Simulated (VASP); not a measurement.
# Be in VASP: further runs, part 2 of 2

VASP 6.6.1.

## Step 5: Single point, PBE (equal xy, yz and zx shear strains of -1 %)

INCAR reads:

```
SYSTEM = Be
ALGO     = Normal         ! electronic algorithm
EDIFF    = 1E-7           ! SCF threshold, eV
ENCUT    = 520            ! plane-wave cutoff, eV
GGA      = PE             ! functional
ISIF     = 2              ! what is computed and relaxed
ISMEAR   = -1             ! smearing method
LASPH    = .True.         ! aspherical terms in the spheres
LCHARG   = .False.        ! write CHGCAR
LREAL    = .False.        ! projectors in reciprocal space
LWAVE    = .False.        ! write WAVECAR
NBANDS   = 7              ! bands
NELM     = 100            ! most SCF steps
PREC     = Accurate       ! precision mode
SIGMA    = 0.03           ! smearing width, eV
```

KPOINTS reads:

```
k-points
0
Gamma
  23 23 23
  0 0 0
```

POSCAR reads:

```
Be
1.0
   -1.2656521608      1.2531209513      1.2531209513
    1.2531209513     -1.2656521608      1.2531209513
    1.2531209513      1.2531209513     -1.2656521608
Be
1
Direct
    0.0000000000      0.0000000000      0.0000000000
```

Potentials or basis: VASP PAW PBE potentials, release 64 (Be).

The run is started by

```
$ cat potpaw_PBE.64/Be/POTCAR > POTCAR
$ mpirun -np 1 vasp_std > vasp.out
```

OUTCAR:

```text
SYSTEM = Be
   EDIFF = 1E-7
   ENCUT = 520
   GGA = PE
   ISIF = 2
   ISMEAR = -1
   LASPH = .True.
   LREAL = .False.
   NELM = 100
   PREC = Accurate

 ion  position               nearest neighbor table
   1  0.000  0.000  0.000-

  LATTYP: Found a trigonal (rhomboedric) cell.
 ALAT       =     2.1777280889
 COS(alpha) =    -0.3377371610

  Lattice vectors:

 A1 = (  -1.2656521608,   1.2531209513,   1.2531209513)
 A2 = (   1.2531209513,  -1.2656521608,   1.2531209513)
 A3 = (   1.2531209513,   1.2531209513,  -1.2656521608)

Analysis of symmetry for initial positions (statically):
=====================================================================
 Subroutine PRICEL returns:
 Original cell was already a primitive cell.

 Routine SETGRP: Setting up the symmetry group for a
 trigonal (rhombohedral) supercell.

 Subroutine GETGRP returns: Found 12 space group operations
 (whereof 12 operations were pure point group operations)
 out of a pool of 12 trial point group operations.

The static configuration has the point symmetry D_3d.

Analysis of symmetry for dynamics (positions and initial velocities):
=====================================================================
[... 151 lines left out ...]
  free energy    TOTEN  =        -3.66409529 eV

  energy without entropy =       -3.66351339  energy(sigma->0) =       -3.66380434

 E-fermi :   7.9601     XC(G=0): -10.6271

 val. band max:        7.9564595968   @ k =   0.3478   0.3043   0.0870
 cond. band min:       7.9747710813   @ k =   0.2609   0.2609   0.2609
 fundamental gap:      0.0183114845
 Fermi energy:         7.9600830106

 k-point     1 :       0.0000    0.0000    0.0000
  band No.  band energies     occupation
      1      -4.3146      2.00000
      2      27.1083      0.00000
      3      27.1083      0.00000
      4      27.5592      0.00000
      5      38.4901      0.00000
      6      38.6063      0.00000
      7      38.6063      0.00000
[... 221 lines left out ...]
 k-point    24 :      -0.4783    0.0435   -0.0000
  band No.  band energies     occupation
      1       2.4313      2.00000
      2       9.0099      0.00000
      3      19.9097      0.00000
      4      22.7708      0.00000
      5      29.1187      0.00000
      6      34.0260      0.00000
      7      43.4543      0.00000

 [... further k-points ...]
[... 5 lines left out ...]
  --------------------------------------------------------------------------------------
  -------------------------------------------------------------------------------------
  Total       -0.0325699     -0.0325699     -0.0325699      0.1001053      0.1001053      0.1001053
  in kB       -6.6301015     -6.6301015     -6.6301015     20.3779848     20.3779848     20.3779848
  external PRESSURE =      -6.6301015 kB  Pullay stress =       0.0000000 kB

 VOLUME and BASIS-vectors are now :
 -----------------------------------------------------------------------------
  energy-cutoff  :      520.00
  volume of cell :        7.87
      direct lattice vectors                 reciprocal lattice vectors
    -1.265652161  1.253120951  1.253120951     0.004010290  0.401028979  0.401028979
     1.253120951 -1.265652161  1.253120951     0.401028979  0.004010290  0.401028979
     1.253120951  1.253120951 -1.265652161     0.401028979  0.401028979  0.004010290

 POSITION                                       TOTAL-FORCE (eV/Angst)
 -----------------------------------------------------------------------------------
      0.00000      0.00000      0.00000         0.000000     -0.000000      0.000000
 -----------------------------------------------------------------------------------
    total drift:                               -0.000000      0.000000     -0.000000

  FREE ENERGIE OF THE ION-ELECTRON SYSTEM (eV)
  ---------------------------------------------------
  free  energy   TOTEN  =        -3.6640952942 eV

  energy  without entropy=       -3.6635133929  energy(sigma->0) =       -3.66380434
```

stdout:

```text
POSCAR found type information on POSCAR Be
 POSCAR found :  1 types and       1 ions
 scaLAPACK will be used
 LDA part: xc-table for (Slater+PW92), standard interpolation
 POSCAR, INCAR and KPOINTS ok, starting setup
 FFT: planning ... GRIDC
 FFT: planning ... GRID_SOFT
 FFT: planning ... GRID
 WAVECAR not read
 entering main loop
```

It used 15 s of CPU time on 1 thread of Intel Xeon 6975P-C (shared host).

Results:

```yaml
Free_energy: -3.6641 eV
Pressure: -0.7 GPa
Band_gap_on_the_k_mesh: zero (band 1 reaches 11.44 eV, above the bottom of band 2 at 6.51 eV)
```

Stress tensor (GPa, compression positive):
```
-0.66  2.04  2.04
 2.04 -0.66  2.04
 2.04  2.04 -0.66
```

Levels at points of the mesh, in eV from the Fermi level:
```csv
k point,band 1,band 2,band 3,band 4
"(0.00, 0.00, 0.00)",-12.27,19.15,19.15,19.60
```

Caveat: the cell differs from its parent crystal (equal xy, yz and zx shear strains of -1 %).

## Step 6: Single point, PBE (equal xy, yz and zx shear strains of +2 %)

INCAR reads:

```
PREC     = Accurate       # precision mode
ENCUT    = 520            # plane-wave cutoff, eV
EDIFF    = 1E-7           # SCF threshold, eV
ISMEAR   = -1             # smearing method
SIGMA    = 0.03           # smearing width, eV
LREAL    = False          # projectors in reciprocal space
LASPH    = True           # aspherical terms in the spheres
NELM     = 80             # most SCF steps
ALGO     = Normal         # electronic algorithm
ISIF     = 2              # what is computed and relaxed
LWAVE    = False          # write WAVECAR
LCHARG   = False          # write CHGCAR
GGA      = PE             # functional
NBANDS   = 7              # bands
```

KPOINTS reads:

```
Automatic mesh
0
Gamma
  23 23 23
```

POSCAR reads:

```
Be
1.0
   -1.2280585323      1.2531209513      1.2531209513
    1.2531209513     -1.2280585323      1.2531209513
    1.2531209513      1.2531209513     -1.2280585323
Be
1
Direct
    0.0000000000      0.0000000000      0.0000000000
```

Potentials or basis: VASP PAW PBE potentials, release 64 (Be).

The run is started by

```
$ cat potpaw_PBE.64/Be/POTCAR > POTCAR
$ mpirun -np 1 vasp_std > vasp.out
```

It used 15 s of CPU time on 1 thread of Intel Xeon 6975P-C (shared host).

The run converged. Its results:

| Item | Value |
| --- | --- |
| Free energy | -3.6599 eV |
| Pressure | -0.5 GPa |
| Band gap on the k mesh | zero (band 1 reaches 11.42 eV, above the bottom of band 2 at 6.61 eV) |

Stress tensor (GPa, compression positive):
```
-0.52 -3.83 -3.83
-3.83 -0.52 -3.83
-3.83 -3.83 -0.52
```

Levels at points of the mesh, in eV from the Fermi level:
```
           k point  band 1  band 2  band 3  band 4
(0.00, 0.00, 0.00)  -12.27   18.76   19.56   19.56
```

Caveat: the cell differs from its parent crystal (equal xy, yz and zx shear strains of +2 %).

## Step 7: The runs side by side

```csv
cell,gap on the mesh (eV),pressure (GPa)
"a = 2.142 Å, angles 110.0, 110.0, 108.4°, 1 atom",none,4.6
"a = 2.185 Å, angles 109.2, 109.2, 110.0°, 1 atom",none,-3.0
"a = 2.192 Å, angles 110.3°, 1 atom",none,-0.1
"a = 2.178 Å, angles 109.7°, 1 atom",none,-0.7
"a = 2.156 Å, angles 108.9°, 1 atom",none,-0.5
```

Alike in all rows: task single point; level PBE; potentials or basis VASP PAW PBE potentials, release 64 (Be); no spin polarisation; k mesh 23 × 23 × 23; cutoff (eV) 520; smearing fermi-dirac 0.03 eV.

Absolute energies hang on the potentials; compare differences alone.
